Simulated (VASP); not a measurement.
# ZnAu (P4mm) in VASP: a series of runs, part 3 of 3

VASP 6.6.1. The steps go on from the part before.

## 5. Single point, PBE (strained and its atoms moved)

Contents of INCAR:

```
PREC = Accurate
ENCUT = 520
EDIFF = 1E-6
ISMEAR = 0
SIGMA = 0.1
LREAL = False
LASPH = True
NELM = 100
ALGO = Normal
ISIF = 2
LWAVE = False
LCHARG = True
GGA = PE
LELF = True
LVHAR = True
NBANDS = 18
```

Contents of KPOINTS:

```
regular mesh
0
Gamma
  12 12 12
```

Contents of POSCAR:

```
ZnAu
1.0
    3.3226340700      0.0000000000      0.0000000000
    0.0000000000      3.1338140700      0.0000000000
    0.0000000000      0.0000000000      3.1338140700
Zn Au
1 1
Direct
    0.5317762949      0.5000000000      0.5000000000
   -0.0317762949      0.0000000000      0.0000000000
```

Potentials or basis: VASP PAW PBE potentials, release 64 (Zn, Au).

On the command line:

```sh
$ cat potpaw_PBE.64/Zn/POTCAR potpaw_PBE.64/Au/POTCAR > POTCAR
$ mpirun -np 1 vasp_std > vasp.out
```

OUTCAR:

```text
PREC = Accurate
   ENCUT = 520
   EDIFF = 1E-6
   ISMEAR = 0
   LREAL = False
   LASPH = True
   NELM = 100
   ISIF = 2
   GGA = PE

 ion  position               nearest neighbor table
   1  0.532  0.500  0.500-   2 2.65   2 2.65   2 2.65   2 2.65   2 2.90   2 2.90   2 2.90   2 2.90

   2  0.968  0.000  0.000-   1 2.65   1 2.65   1 2.65   1 2.65   1 2.90   1 2.90   1 2.90   1 2.90

  LATTYP: Found a simple tetragonal cell.
 ALAT       =     3.1338140700
 C/A-ratio  =     1.0602524578

  Lattice vectors:

 A1 = (   0.0000000000,   3.1338140700,   0.0000000000)
 A2 = (   0.0000000000,   0.0000000000,   3.1338140700)
 A3 = (   3.3226340700,   0.0000000000,   0.0000000000)

Analysis of symmetry for initial positions (statically):
=====================================================================
 Subroutine PRICEL returns:
 Original cell was already a primitive cell.

 Routine SETGRP: Setting up the symmetry group for a
 simple tetragonal supercell.

 Subroutine GETGRP returns: Found  8 space group operations
 (whereof  8 operations were pure point group operations)
 out of a pool of 16 trial point group operations.

The static configuration has the point symmetry C_4v.

Analysis of symmetry for dynamics (positions and initial velocities):
=====================================================================
 Subroutine PRICEL returns:
 Original cell was already a primitive cell.

 Routine SETGRP: Setting up the symmetry group for a
 simple tetragonal supercell.

 Subroutine GETGRP returns: Found  8 space group operations
 (whereof  8 operations were pure point group operations)
 out of a pool of 16 trial point group operations.

The dynamic configuration has the point symmetry C_4v.

 Subroutine INISYM returns: Found  8 space group operations
 (whereof  8 operations are pure point group operations),
 and found     1 'primitive' translations

----------------------------------------------------------------------------------------

                                     Primitive cell

  volume of cell :      32.6309

  direct lattice vectors                    reciprocal lattice vectors
     3.322634070  0.000000000  0.000000000     0.300966034  0.000000000  0.000000000
     0.000000000  3.133814070  0.000000000     0.000000000  0.319099978  0.000000000
     0.000000000  0.000000000  3.133814070     0.000000000  0.000000000  0.319099978

  length of vectors
     3.322634070  3.133814070  3.133814070     0.300966034  0.319099978  0.319099978

  position of ions in fractional coordinates (direct lattice)
     0.531776295  0.500000000  0.500000000
     0.968223705  0.000000000  0.000000000

  ion indices of the primitive-cell ions
   primitive index   ion index
                 1           1
                 2           2

----------------------------------------------------------------------------------------

 KPOINTS: regular mesh

Automatic generation of k-mesh.
 Grid dimensions read from file:
 generate k-points for:   12   12   12

 Generating k-lattice:

  Cartesian coordinates                     Fractional coordinates (reciprocal lattice)
     0.025080503  0.000000000  0.000000000     0.083333333  0.000000000  0.000000000
     0.000000000  0.026591665  0.000000000     0.000000000  0.083333333  0.000000000
     0.000000000  0.000000000  0.026591665     0.000000000  0.000000000  0.083333333

  Length of vectors
     0.025080503  0.026591665  0.026591665

  Shift w.r.t. Gamma in fractional coordinates (k-lattice)
     0.000000000  0.000000000  0.000000000

 Subroutine IBZKPT returns following result:
 ===========================================

 Found    196 irreducible k-points:

 Following reciprocal coordinates:
            Coordinates               Weight
  0.000000  0.000000  0.000000      1.000000
  0.083333  0.000000  0.000000      2.000000
  0.166667  0.000000  0.000000      2.000000
  0.250000  0.000000  0.000000      2.000000
  0.333333  0.000000  0.000000      2.000000
  0.416667  0.000000  0.000000      2.000000
[... 16 lines left out ...]
  0.083333  0.250000  0.000000      8.000000
  0.166667  0.250000  0.000000      8.000000
 [... further k-points ...]
   k-points           NKPTS =    196   k-points in BZ     NKDIM =    196   number of bands    NBANDS=     18
   number of dos      NEDOS =    301   number of ions     NIONS =      2
   total plane-waves  NPLWV =  16128
   dimension x,y,z NGX =    28 NGY =   24 NGZ =   24
   dimension x,y,z NGXF=    56 NGYF=   48 NGZF=   48
   ions per type =               1   1
   NGX,Y,Z   is equivalent  to a cutoff of  14.01, 12.73, 12.73 a.u.
   NGXF,Y,Z  is equivalent  to a cutoff of  28.02, 25.46, 25.46 a.u.
 SYSTEM =  unknown system
   PREC   = accura    normal or accurate (medium, high low for compatibility)
   ISTART =      0    job   : 0-new  1-cont  2-samecut
   ICHARG =      2    charge: 1-file 2-atom 10-const
   ISPIN  =      1    spin polarized calculation?
   LNONCOLLINEAR =      F non collinear calculations
   LSORBIT =      F    spin-orbit coupling
   LASPH  =      T    aspherical Exc in radial PAW
   ENCUT  =  520.0 eV  38.22 Ry    6.18 a.u.   6.18  5.83  5.83*2*pi/ulx,y,z
   NELM   =    100;   NELMIN=  2; NELMDL= -5     # of ELM steps
   EDIFF  = 0.1E-05   stopping-criterion for ELM
   LREAL  =      F    real-space projection
[... 7 lines left out ...]
   TEBEG  =    0.0;   TEEND  =   0.0 temperature during run
   PSTRESS=    0.0 pullay stress
   NELECT =      23.0000    total number of electrons
   NUPDOWN=      -1.0000    fix difference up-down
   EMIN   =  10.00;   EMAX   =-10.00  energy-range for DOS
   EFERMI =   0.00;   METHOD = LEGACY
   ISMEAR =     0;   SIGMA  =   0.10  broadening in eV -4-tet -1-fermi 0-gaus
   EFERMI_NEDOS =   21; number of points for ismear=-14 and -15
   IALGO  =     38    algorithm
   IMIX   =      4    mixing-type and parameters
     AMIX     =   0.40;   BMIX     =  1.00
     AMIX_MAG =   1.60;   BMIX_MAG =  1.00
  volume/ion in A,a.u.               =      16.32       110.10
  Fermi-wavevector in a.u.,A,eV,Ry     =   1.456938  2.753214 28.880663  2.122669
  Thomas-Fermi vector in A             =   2.573798
   LORBIT       =      0    0 simple, 1 ext, 2 COOP (PROOUT), +10 PAW based schemes
   GGA     = PE    functional components
   LHFCALC =     F    Hartree Fock is set to
   AEXX    =    0.0000 exact exchange contribution
   IVDW    =     0    specifies the selected vdW correction
   LEPSILON=     F    determine dielectric tensor
   LRPA    =     F    only Hartree local field effects (RPA)
 non-spin polarized calculation
 Gauss-broadening in eV      SIGMA  =   0.10
  energy-cutoff  :      520.00
  volume of cell :       32.63
 maximum number of plane-waves:       904
 NGX is ok and might be reduce to    28
   NGX = 13   NGY = 11   NGZ = 11

 number of electron      22.9999988 magnetization

 Free energy of the ion-electron system (eV)
  ---------------------------------------------------
  ext. energy  EPLUGINS =         0.00000000
  ---------------------------------------------------
  free energy    TOTEN  =        -4.67666902 eV

  energy without entropy =       -4.67351799  energy(sigma->0) =       -4.67509351

 E-fermi :   6.5540     XC(G=0): -12.1040

 val. band max:        6.5251423444   @ k =   0.0833   0.3333   0.1667
 cond. band min:       6.5652519238   @ k =   0.5000   0.4167   0.3333
 fundamental gap:      0.0401095794
 Fermi energy:         6.5540252706

 k-point     1 :       0.0000    0.0000    0.0000
  band No.  band energies     occupation
      1      -3.6685      2.00000
      2      -1.4233      2.00000
      3      -1.3708      2.00000
      4      -0.8069      2.00000
      5      -0.8069      2.00000
      6      -0.7691      2.00000
[... 10 lines left out ...]
     17      18.7431      0.00000
     18      24.1242      0.00000

 k-point     2 :       0.0833    0.0000    0.0000
  band No.  band energies     occupation
      1      -3.5607      2.00000
      2      -1.4037      2.00000
      3      -1.3441      2.00000
      4      -0.8059      2.00000
      5      -0.8059      2.00000
      6      -0.7627      2.00000
[... 10 lines left out ...]
     17      18.6138      0.00000
     18      24.0979      0.00000
[... 442 lines left out ...]
 k-point    24 :       0.1667    0.2500    0.0000
  band No.  band energies     occupation
      1      -2.2691      2.00000
      2      -1.2234      2.00000
      3      -1.0432      2.00000
      4      -0.8801      2.00000
      5      -0.7779      2.00000
      6      -0.7358      2.00000
[... 10 lines left out ...]
     17      20.0118      0.00000
     18      22.8862      0.00000

 [... further k-points ...]
[... 5 lines left out ...]
  --------------------------------------------------------------------------------------
  -------------------------------------------------------------------------------------
  Total       -0.1338252      0.4699354      0.4699354      0.0000000      0.0000000     -0.0000000
  in kB       -6.5708212     23.0738338     23.0738338      0.0000000      0.0000000     -0.0000000
  external PRESSURE =      13.1922821 kB  Pullay stress =       0.0000000 kB

 VOLUME and BASIS-vectors are now :
 -----------------------------------------------------------------------------
  energy-cutoff  :      520.00
  volume of cell :       32.63
      direct lattice vectors                 reciprocal lattice vectors
     3.322634070  0.000000000  0.000000000     0.300966034  0.000000000  0.000000000
     0.000000000  3.133814070  0.000000000     0.000000000  0.319099978  0.000000000
     0.000000000  0.000000000  3.133814070     0.000000000  0.000000000  0.319099978

 POSITION                                       TOTAL-FORCE (eV/Angst)
 -----------------------------------------------------------------------------------
      1.76690      1.56691      1.56691        -0.672866      0.000000     -0.000000
      3.21705      0.00000      0.00000         0.672866      0.000000      0.000000
 -----------------------------------------------------------------------------------
    total drift:                               -0.000236      0.000000     -0.000013

  FREE ENERGIE OF THE ION-ELECTRON SYSTEM (eV)
  ---------------------------------------------------
  free  energy   TOTEN  =        -4.6766690232 eV

  energy  without entropy=       -4.6735179950  energy(sigma->0) =       -4.67509351
```

It took 73 s on 1 thread of Oxide Virtual Turin-like, shared host; peak memory 0.21 GiB.

What came out:

- Free energy: -4.6767 eV
- Pressure: 1.3 GPa
- Largest force: 0.673 eV/Å
- Band gap on the k mesh: zero (an odd number of electrons rules out a gap without spin polarisation)

Forces in eV/Å, atoms in the order of the input:
```
Zn  -0.673  0.000  0.000
Au   0.673  0.000  0.000
```

Levels at points of the mesh, in eV from the Fermi level:
| k point | band 8 | band 9 | band 10 | band 11 | band 12 | band 13 | band 14 | band 15 | band 16 | band 17 |
| --- | --- | --- | --- | --- | --- | --- | --- | --- | --- | --- |
| (0.00, 0.00, 0.00) | -5.28 | -3.76 | -3.76 | -3.61 | 4.06 | 5.51 | 5.51 | 7.87 | 11.63 | 12.19 |
| (0.50, 0.00, 0.00) | -5.52 | -4.62 | -4.62 | -3.72 | -2.81 | 10.33 | 10.33 | 10.59 | 11.39 | 11.78 |
| (0.00, 0.50, 0.00) | -5.32 | -4.74 | -4.66 | -3.82 | -2.17 | 8.70 | 9.62 | 11.13 | 11.43 | 11.59 |
| (0.50, 0.50, 0.00) | -4.06 | -3.91 | -3.24 | -1.91 | -1.89 | 0.51 | 2.07 | 10.67 | 12.89 | 12.97 |
| (0.00, 0.50, 0.50) | -4.21 | -4.21 | -3.00 | -1.54 | -1.54 | 1.12 | 2.51 | 9.63 | 11.92 | 11.92 |
| (0.50, 0.50, 0.50) | -6.11 | -3.24 | -2.97 | 1.35 | 3.37 | 3.37 | 3.38 | 3.87 | 5.75 | 5.75 |

Caveat: the cell differs from its parent crystal (strained and its atoms moved); spin-orbit coupling is left out, which moves the levels of the heavy elements.

## 6. Summary

```csv
cell,gap on the mesh (eV),pressure (GPa),largest force (eV/Å)
"a = 3.060, b = 3.107 Å, 2 atoms, atomic positions A",none,22.8,1.69
"a = 3.147 Å, 2 atoms, atomic positions B",none,6.2,0.57
"a = 3.147 Å, 2 atoms, atomic positions C",none,7.6,0.86
"a = 3.323, b = 3.134, c = 3.134 Å, 2 atoms, atomic positions D",none,1.3,0.67
```

Alike in all rows: task single point; level PBE; potentials or basis VASP PAW PBE potentials, release 64 (Zn, Au); no spin polarisation; k mesh 12 × 12 × 12; cutoff (eV) 520; smearing gaussian 0.1 eV.

Caveats: spin-orbit coupling is left out, which moves the levels of the heavy elements; the cell stands under pressure (at least some runs); the stress differs along the axes, from 18 to 25 GPa (at least some runs); forces of over 1 eV/Å act on the atoms, so gaps and moduli don't describe the material at rest (at least some runs).

Total energies depend on the potentials used, so only differences within one code and one set of settings carry meaning.

The gap in the log of VASP goes by the Fermi energy; the results here count the filled bands.